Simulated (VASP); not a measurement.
# Si (I4_1/amd) in VASP: notebook, part 2 of 2

VASP 6.6.1.

## (5) Single point, LDA (equal xx and yy strain of +1 %)

INCAR

```
SYSTEM = Si
PREC     = Accurate       ! precision mode
ENCUT    = 520            ! plane-wave cutoff, eV
EDIFF    = 1E-7           ! SCF threshold, eV
ISMEAR   = -1             ! smearing method
SIGMA    = 0.08           ! smearing width, eV
LREAL    = .FALSE.        ! projectors in reciprocal space
LASPH    = .TRUE.         ! aspherical terms in the spheres
NELM     = 100            ! most SCF steps
ALGO     = Normal         ! electronic algorithm
ISIF     = 2              ! what is computed and relaxed
LWAVE    = .FALSE.        ! write WAVECAR
LCHARG   = .FALSE.        ! write CHGCAR
GGA      = CA             ! functional
NBANDS   = 11             ! bands
```

KPOINTS

```
regular mesh
0
G
  12 12 12
  0 0 0
```

POSCAR

```
Si
1.0
    0.0000000000      2.7426247000      2.7154700000
    2.7426247000      0.0000000000      2.7154700000
    2.7426247000      2.7426247000      0.0000000000
Si
2
Direct
    0.5000000000      0.5000000000      0.5000000000
    0.7500000000      0.7500000000      0.7500000000
```

Potentials or basis: VASP PAW LDA potentials, release 64 (Si).

Command:

```console
> cat potpaw_LDA.64/Si/POTCAR > POTCAR
> mpirun -np 1 vasp_std > vasp.out
```

OUTCAR:

```text
SYSTEM = Si
   PREC = Accurate
   ENCUT = 520
   EDIFF = 1E-7
   ISMEAR = -1
   LREAL = .FALSE.
   LASPH = .TRUE.
   NELM = 100
   ISIF = 2
   GGA = CA

 ion  position               nearest neighbor table
   1  0.500  0.500  0.500-   2 2.37   2 2.37   2 2.37   2 2.37
   2  0.750  0.750  0.750-   1 2.37   1 2.37   1 2.37   1 2.37

  LATTYP: Found a body centered tetragonal cell.
 ALAT       =     3.8786570472
 C/A-ratio  =     1.4002114479

  Lattice vectors:
[... 514 lines left out ...]
      3       2.6462      2.00000
      4       3.9543      2.00000
      5       7.5967      0.00000
      6       9.5523      0.00000
      7       9.8725      0.00000
      8      13.2744      0.00000
      9      13.9142      0.00000
     10      14.2713      0.00000
     11      16.5306      0.00000

 [... further k-points ...]
[... 5 lines left out ...]
  --------------------------------------------------------------------------------------
  -------------------------------------------------------------------------------------
  Total       -0.8912343     -0.8912343     -0.6533818      0.0000000      0.0000000      0.0000000
  in kB      -34.9538238    -34.9538238    -25.6253521      0.0000000      0.0000000      0.0000000
  external PRESSURE =     -31.8443332 kB  Pullay stress =       0.0000000 kB

 VOLUME and BASIS-vectors are now :
 -----------------------------------------------------------------------------
  energy-cutoff  :      520.00
  volume of cell :       40.85
      direct lattice vectors                 reciprocal lattice vectors
     0.000000000  2.742624700  2.715470000    -0.182307116  0.182307116  0.184130187
     2.742624700  0.000000000  2.715470000     0.182307116 -0.182307116  0.184130187
     2.742624700  2.742624700  0.000000000     0.182307116  0.182307116 -0.184130187

 POSITION                                       TOTAL-FORCE (eV/Angst)
 -----------------------------------------------------------------------------------
      2.74262      2.74262      2.71547         0.000000     -0.000000      0.000000
      4.11394      4.11394      4.07320        -0.000000      0.000000     -0.000000
 -----------------------------------------------------------------------------------
    total drift:                                0.000000     -0.000000     -0.000000

  FREE ENERGIE OF THE ION-ELECTRON SYSTEM (eV)
  ---------------------------------------------------
  free  energy   TOTEN  =       -11.9045839804 eV

  energy  without entropy=      -11.9041537588  energy(sigma->0) =      -11.90436887
```

OSZICAR:

```text
N       E                     dE             d eps       ncg     rms          rms(c)
DAV:   1     0.735327946616E+01    0.73533E+01   -0.33047E+03  3594   0.591E+02
DAV:   2    -0.115763092661E+02   -0.18930E+02   -0.18119E+02  4890   0.851E+01
DAV:   3    -0.121475212639E+02   -0.57121E+00   -0.56993E+00  4634   0.134E+01
DAV:   4    -0.121521552954E+02   -0.46340E-02   -0.46335E-02  4357   0.153E+00
DAV:   5    -0.121522046935E+02   -0.49398E-04   -0.49397E-04  4613   0.144E-01    0.487E+00
DAV:   6    -0.119828602194E+02    0.16934E+00   -0.94251E-02  4161   0.121E+00    0.291E+00
DAV:   7    -0.119043910877E+02    0.78469E-01   -0.17144E-01  4167   0.169E+00    0.204E-01
DAV:   8    -0.119046029271E+02   -0.21184E-03   -0.74233E-03  4108   0.467E-01    0.789E-02
DAV:   9    -0.119045784240E+02    0.24503E-04   -0.20484E-04  4417   0.771E-02    0.613E-02
DAV:  10    -0.119045841377E+02   -0.57137E-05   -0.15452E-05  4198   0.231E-02    0.247E-02
DAV:  11    -0.119045839778E+02    0.15990E-06   -0.91980E-07  4266   0.497E-03    0.195E-03
DAV:  12    -0.119045839804E+02   -0.25411E-08   -0.20408E-08  2591   0.886E-04
   1 F= -.11904584E+02 E0= -.11904369E+02  d E =-.430222E-03
```

stdout:

```text
POSCAR found type information on POSCAR Si
 POSCAR found :  1 types and       2 ions
 scaLAPACK will be used
 LDA part: xc-table for (Slater(with rela. corr.)+CA(PZ))
 , standard interpolation
 POSCAR, INCAR and KPOINTS ok, starting setup
 FFT: planning ... GRIDC
 FFT: planning ... GRID_SOFT
 FFT: planning ... GRID
 WAVECAR not read
 entering main loop
```

It took 51 s on 1 thread of Intel Xeon Platinum 8375C at 2.90GHz (Ice Lake), shared host; peak memory 0.18 GiB.

Results:

```yaml
Free_energy: -11.9046 eV
Pressure: -3.2 GPa
Band_gap_on_the_k_mesh: 0.40 eV, indirect (least direct gap 2.45 eV)
```

Stress tensor (GPa, compression positive):
```
-3.50  0.00  0.00
 0.00 -3.50  0.00
 0.00  0.00 -2.56
```

Levels at points of the mesh, in eV from the valence-band top:
| k point | band 2 | band 3 | band 4 | band 5 | band 6 | band 7 |
| --- | --- | --- | --- | --- | --- | --- |
| (0.00, 0.00, 0.00) | -0.07 | -0.07 | 0.00 | 2.45 | 2.48 | 2.48 |
| (0.50, 0.00, 0.00) | -6.94 | -1.27 | -1.18 | 1.31 | 3.22 | 3.30 |
| (0.50, 0.50, 0.00) | -7.76 | -2.90 | -2.90 | 0.54 | 0.54 | 9.75 |
| (0.50, 0.00, 0.50) | -7.81 | -2.82 | -2.82 | 0.62 | 0.62 | 9.75 |

Caveat: the cell differs from its parent crystal (equal xx and yy strain of +1 %). A k mesh can miss the band edges.

## (6) The runs side by side

```csv
cell,gap on the mesh (eV),pressure (GPa)
"a = 3.821, b = 3.821, c = 3.840 Å, angles 59.8, 59.8, 60.3°, 2 atoms",0.35,-0.5
"a = 3.860, b = 3.860, c = 3.840 Å, angles 60.2, 60.2, 59.7°, 2 atoms",0.43,-2.3
"a = 3.879, b = 3.879, c = 3.840 Å, angles 60.3, 60.3, 59.3°, 2 atoms",0.40,-3.2
"a = 3.860, b = 3.860, c = 3.879 Å, angles 59.8, 59.8, 60.3°, 2 atoms",0.40,-3.2
```

Alike in all rows: task single point; level LDA; potentials or basis VASP PAW LDA potentials, release 64 (Si); no spin polarisation; k mesh 12 × 12 × 12; cutoff (eV) 520; smearing fermi-dirac 0.08 eV.

Total energies depend on the potentials used, so only differences within one code and one set of settings carry meaning.
